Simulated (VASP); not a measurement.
# LiF (Imm2) in VASP: notebook, part 3 of 4

VASP 6.6.1. Earlier steps stand in the parts before.

## Step 4: Single point, PBE

File INCAR:

```
PREC = Accurate ; ENCUT = 520
EDIFF = 1E-7 ; ISMEAR = 0
SIGMA = 0.1 ; LREAL = False
LASPH = True ; NELM = 100
ALGO = Normal ; ISIF = 2
LWAVE = False ; LCHARG = False
GGA = PE ; NBANDS = 18
```

File KPOINTS:

```
Automatic mesh
0
Gamma
  10 10 10
```

File POSCAR:

```
LiF
1.0
   -1.3919881023      1.5601060270      5.0127969968
    1.3919881023     -1.5601060270      5.0127969968
    1.3919881023      1.5601060270     -5.0127969968
Li F
2 2
Direct
    0.4430710815      0.4430710815      0.0000000000
    0.1847354268      0.1847354268      0.0000000000
    0.0538083228      0.5538083228      0.5000000000
    0.3183851689      0.8183851689      0.5000000000
```

Potentials or basis: VASP PAW PBE potentials, release 64 (Li_sv, F).

Started as:

```console
$ cat potpaw_PBE.64/Li_sv/POTCAR potpaw_PBE.64/F/POTCAR > POTCAR
$ mpirun -np 1 vasp_std > vasp.out
```

OUTCAR:

```text
PREC = Accurate
   ENCUT = 520
   EDIFF = 1E-7
   ISMEAR = 0
   LREAL = False
   LASPH = True
   NELM = 100
   ISIF = 2
   GGA = PE

 ion  position               nearest neighbor table
   1  0.443  0.443  0.000-   4 1.87   4 1.87   3 1.91   3 1.91   2 2.59
   2  0.185  0.185  0.000-   3 1.91   3 1.91   4 1.93   4 1.93   1 2.59
   3  0.054  0.554  0.500-   2 1.91   2 1.91   1 1.91   1 1.91
   4  0.318  0.818  0.500-   1 1.87   1 1.87   2 1.93   2 1.93

  LATTYP: Found a body centered orthorhombic cell.
 ALAT       =     2.7839762046
 B/A-ratio  =     1.1207754035
 C/A-ratio  =     3.6011780478

  Lattice vectors:

 A1 = (  -1.3919881023,   1.5601060270,   5.0127969968)
 A2 = (   1.3919881023,  -1.5601060270,   5.0127969968)
 A3 = (   1.3919881023,   1.5601060270,  -5.0127969968)

Analysis of symmetry for initial positions (statically):
=====================================================================
 Subroutine PRICEL returns:
 Original cell was already a primitive cell.

 Routine SETGRP: Setting up the symmetry group for a
 body centered orthorhombic supercell.

 Subroutine GETGRP returns: Found  4 space group operations
 (whereof  4 operations were pure point group operations)
 out of a pool of  8 trial point group operations.

The static configuration has the point symmetry C_2v.

Analysis of symmetry for dynamics (positions and initial velocities):
=====================================================================
 Subroutine PRICEL returns:
 Original cell was already a primitive cell.

 Routine SETGRP: Setting up the symmetry group for a
 body centered orthorhombic supercell.

 Subroutine GETGRP returns: Found  4 space group operations
 (whereof  4 operations were pure point group operations)
 out of a pool of  8 trial point group operations.

The dynamic configuration has the point symmetry C_2v.

 Subroutine INISYM returns: Found  4 space group operations
 (whereof  4 operations are pure point group operations),
 and found     1 'primitive' translations

----------------------------------------------------------------------------------------

                                     Primitive cell

  volume of cell :      43.5441

  direct lattice vectors                    reciprocal lattice vectors
    -1.391988102  1.560106027  5.012796997     0.000000000  0.320491038  0.099744713
     1.391988102 -1.560106027  5.012796997     0.359198472  0.000000000  0.099744713
     1.391988102  1.560106027 -5.012796997     0.359198472  0.320491038  0.000000000

  length of vectors
     5.431362207  5.431362207  5.431362207     0.335653859  0.372790223  0.481391782

  position of ions in fractional coordinates (direct lattice)
     0.443071082  0.443071082  0.000000000
     0.184735427  0.184735427  0.000000000
     0.053808323  0.553808323  0.500000000
     0.318385169  0.818385169  0.500000000

  ion indices of the primitive-cell ions
   primitive index   ion index
                 1           1
                 2           2
                 3           3
                 4           4

----------------------------------------------------------------------------------------

 KPOINTS: Automatic mesh

Automatic generation of k-mesh.
 Grid dimensions read from file:
 generate k-points for:   10   10   10

 Generating k-lattice:

  Cartesian coordinates                     Fractional coordinates (reciprocal lattice)
     0.000000000  0.032049104  0.009974471     0.100000000  0.000000000 -0.000000000
     0.035919847  0.000000000  0.009974471     0.000000000  0.100000000 -0.000000000
     0.035919847  0.032049104  0.000000000     0.000000000  0.000000000  0.100000000

  Length of vectors
     0.033565386  0.037279022  0.048139178

  Shift w.r.t. Gamma in fractional coordinates (k-lattice)
     0.000000000  0.000000000  0.000000000

 Subroutine IBZKPT returns following result:
 ===========================================

 Found    171 irreducible k-points:

 Following reciprocal coordinates:
            Coordinates               Weight
  0.000000  0.000000  0.000000      1.000000
  0.100000 -0.000000  0.000000      4.000000
  0.200000 -0.000000  0.000000      4.000000
  0.300000 -0.000000  0.000000      4.000000
  0.400000 -0.000000  0.000000      4.000000
  0.500000 -0.000000  0.000000      2.000000
[... 16 lines left out ...]
 -0.400000  0.200000 -0.000000      8.000000
 -0.300000  0.200000 -0.000000      8.000000
 [... further k-points ...]
   k-points           NKPTS =    171   k-points in BZ     NKDIM =    171   number of bands    NBANDS=     18
   number of dos      NEDOS =    301   number of ions     NIONS =      4
   total plane-waves  NPLWV =  64000
   dimension x,y,z NGX =    40 NGY =   40 NGZ =   40
   dimension x,y,z NGXF=    80 NGYF=   80 NGZF=   80
   ions per type =               2   2
   NGX,Y,Z   is equivalent  to a cutoff of  12.24, 12.24, 12.24 a.u.
   NGXF,Y,Z  is equivalent  to a cutoff of  24.49, 24.49, 24.49 a.u.
 SYSTEM =  unknown system
   PREC   = accura    normal or accurate (medium, high low for compatibility)
   ISTART =      0    job   : 0-new  1-cont  2-samecut
   ICHARG =      2    charge: 1-file 2-atom 10-const
   ISPIN  =      1    spin polarized calculation?
   LNONCOLLINEAR =      F non collinear calculations
   LSORBIT =      F    spin-orbit coupling
   LASPH  =      T    aspherical Exc in radial PAW
   ENCUT  =  520.0 eV  38.22 Ry    6.18 a.u.  10.10 10.10 10.10*2*pi/ulx,y,z
   NELM   =    100;   NELMIN=  2; NELMDL= -5     # of ELM steps
   EDIFF  = 0.1E-06   stopping-criterion for ELM
   LREAL  =      F    real-space projection
   EDIFFG = 0.1E-05   stopping-criterion for IOM
   NSW    =      0    number of steps for IOM
   IBRION =     -1    ionic relax: 0-MD 1-quasi-New 2-CG
   NFREE  =      0    steps in history (QN), initial steepest desc. (CG)
   ISIF   =      2    stress and relaxation
   ISYM   =      2    0-nonsym 1-usesym 2-fastsym
   POTIM  = 0.5000    time-step for ionic-motion
   TEBEG  =    0.0;   TEEND  =   0.0 temperature during run
   PSTRESS=    0.0 pullay stress
   NELECT =      20.0000    total number of electrons
   NUPDOWN=      -1.0000    fix difference up-down
   EMIN   =  10.00;   EMAX   =-10.00  energy-range for DOS
   EFERMI =   0.00;   METHOD = LEGACY
   ISMEAR =     0;   SIGMA  =   0.10  broadening in eV -4-tet -1-fermi 0-gaus
   EFERMI_NEDOS =   21; number of points for ismear=-14 and -15
   IALGO  =     38    algorithm
   IMIX   =      4    mixing-type and parameters
     AMIX     =   0.40;   BMIX     =  1.00
     AMIX_MAG =   1.60;   BMIX_MAG =  1.00
  volume/ion in A,a.u.               =      10.89        73.46
  Fermi-wavevector in a.u.,A,eV,Ry     =   1.263111  2.386934 21.707413  1.595450
  Thomas-Fermi vector in A             =   2.396485
   LORBIT       =      0    0 simple, 1 ext, 2 COOP (PROOUT), +10 PAW based schemes
   GGA     = PE    functional components
   LHFCALC =     F    Hartree Fock is set to
   AEXX    =    0.0000 exact exchange contribution
   IVDW    =     0    specifies the selected vdW correction
   LEPSILON=     F    determine dielectric tensor
   LRPA    =     F    only Hartree local field effects (RPA)
 non-spin polarized calculation
 Gauss-broadening in eV      SIGMA  =   0.10
  energy-cutoff  :      520.00
  volume of cell :       43.54
 maximum number of plane-waves:      1189
   NGX = 21   NGY = 21   NGZ = 21

 number of electron      19.9999998 magnetization

 Free energy of the ion-electron system (eV)
  ---------------------------------------------------
  ext. energy  EPLUGINS =         0.00000000
  ---------------------------------------------------
  free energy    TOTEN  =       -18.86722434 eV

  energy without entropy =      -18.86722434  energy(sigma->0) =      -18.86722434

 E-fermi :  -1.8470     XC(G=0):  -8.3762

 val. band max:       -2.3907910462   @ k =  -0.2000   0.3000   0.2000
 cond. band min:       4.2249816346   @ k =   0.0000   0.0000   0.0000
 fundamental gap:      6.6157726808
 Fermi energy:        -1.8470089656

 k-point     1 :       0.0000    0.0000    0.0000
  band No.  band energies     occupation
      1     -43.9069      2.00000
      2     -43.3953      2.00000
      3     -22.1276      2.00000
      4     -21.8957      2.00000
      5      -4.4909      2.00000
      6      -3.3800      2.00000
[... 10 lines left out ...]
     17      17.3301      0.00000
     18      17.4785      0.00000
[... 463 lines left out ...]
 k-point    24 :      -0.3000    0.2000   -0.0000
  band No.  band energies     occupation
      1     -43.8948      2.00000
      2     -43.3820      2.00000
      3     -22.0101      2.00000
      4     -21.7766      2.00000
      5      -4.3598      2.00000
      6      -4.0032      2.00000
[... 10 lines left out ...]
     17      16.8193      0.00000
     18      18.1556      0.00000

 [... further k-points ...]
[... 5 lines left out ...]
  --------------------------------------------------------------------------------------
  -------------------------------------------------------------------------------------
  Total       -0.0415361     -0.0409039     -0.0264482      0.0000000      0.0000000      0.0000000
  in kB       -1.5282921     -1.5050297     -0.9731449      0.0000000      0.0000000      0.0000000
  external PRESSURE =      -1.3354889 kB  Pullay stress =       0.0000000 kB

 VOLUME and BASIS-vectors are now :
 -----------------------------------------------------------------------------
  energy-cutoff  :      520.00
  volume of cell :       43.54
      direct lattice vectors                 reciprocal lattice vectors
    -1.391988102  1.560106027  5.012796997     0.000000000  0.320491038  0.099744713
     1.391988102 -1.560106027  5.012796997     0.359198472  0.000000000  0.099744713
     1.391988102  1.560106027 -5.012796997     0.359198472  0.320491038  0.000000000

 POSITION                                       TOTAL-FORCE (eV/Angst)
 -----------------------------------------------------------------------------------
      0.00000      0.00000      4.44205         0.000000      0.000000      0.009574
      0.00000      0.00000      1.85208        -0.000000      0.000000     -0.000466
      1.39199     -0.00000      0.53946         0.000000      0.000000     -0.002801
      1.39199      0.00000      3.19200        -0.000000     -0.000000     -0.006308
 -----------------------------------------------------------------------------------
    total drift:                               -0.000000      0.000000      0.000723

  FREE ENERGIE OF THE ION-ELECTRON SYSTEM (eV)
  ---------------------------------------------------
  free  energy   TOTEN  =       -18.8672243366 eV

  energy  without entropy=      -18.8672243366  energy(sigma->0) =      -18.86722434
```

OSZICAR:

```text
N       E                     dE             d eps       ncg     rms          rms(c)
DAV:   1     0.124156630890E+03    0.12416E+03   -0.10711E+04  6156   0.120E+03
DAV:   2    -0.951474277662E+01   -0.13367E+03   -0.13037E+03  6852   0.296E+02
DAV:   3    -0.203894909640E+02   -0.10875E+02   -0.10810E+02 11504   0.639E+01
DAV:   4    -0.205264680279E+02   -0.13698E+00   -0.13684E+00  7992   0.769E+00
DAV:   5    -0.205279375209E+02   -0.14695E-02   -0.14693E-02  8554   0.725E-01    0.755E+00
DAV:   6    -0.188446321877E+02    0.16833E+01   -0.46195E+00  6600   0.157E+01    0.240E+00
DAV:   7    -0.188397979399E+02    0.48342E-02   -0.13259E-01  7940   0.255E+00    0.157E+00
DAV:   8    -0.188657614742E+02   -0.25964E-01   -0.81552E-02  6986   0.271E+00    0.426E-01
DAV:   9    -0.188652593199E+02    0.50215E-03   -0.10769E-02  9068   0.816E-01    0.128E-01
DAV:  10    -0.188672209224E+02   -0.19616E-02   -0.24898E-03  6690   0.332E-01    0.501E-02
DAV:  11    -0.188672141653E+02    0.67571E-05   -0.74533E-05  8924   0.814E-02    0.138E-02
DAV:  12    -0.188672214880E+02   -0.73227E-05   -0.82215E-06  6960   0.231E-02    0.592E-03
DAV:  13    -0.188672240885E+02   -0.26005E-05   -0.27440E-06  6884   0.133E-02    0.275E-03
DAV:  14    -0.188672242908E+02   -0.20231E-06   -0.64492E-07  7366   0.685E-03    0.529E-04
DAV:  15    -0.188672243366E+02   -0.45786E-07   -0.44674E-08  7332   0.189E-03
   1 F= -.18867224E+02 E0= -.18867224E+02  d E =-.981837E-16
```

Wall time 5 min (1 thread of Intel Xeon Platinum 8259CL at 2.50GHz (Skylake/Cascade Lake), shared host); peak memory 0.28 GiB.

What came out:

```
Free energy            : -18.8672 eV
Largest force          : 0.010 eV/Å
Band gap on the k mesh : 6.62 eV, indirect (least direct gap 6.89 eV)
```

Forces in eV/Å, atoms in the order of the input:
```
Li   0.000  0.000  0.010
Li   0.000  0.000  0.000
F    0.000  0.000 -0.003
F    0.000  0.000 -0.006
```

Caveat: the cutoff is under 1.25 times the usual one of these potentials, so pressure, stress and relaxed cells hold a basis-set (Pulay) error. A k mesh can miss the band edges.

(Part 3 of 4 ends here.)
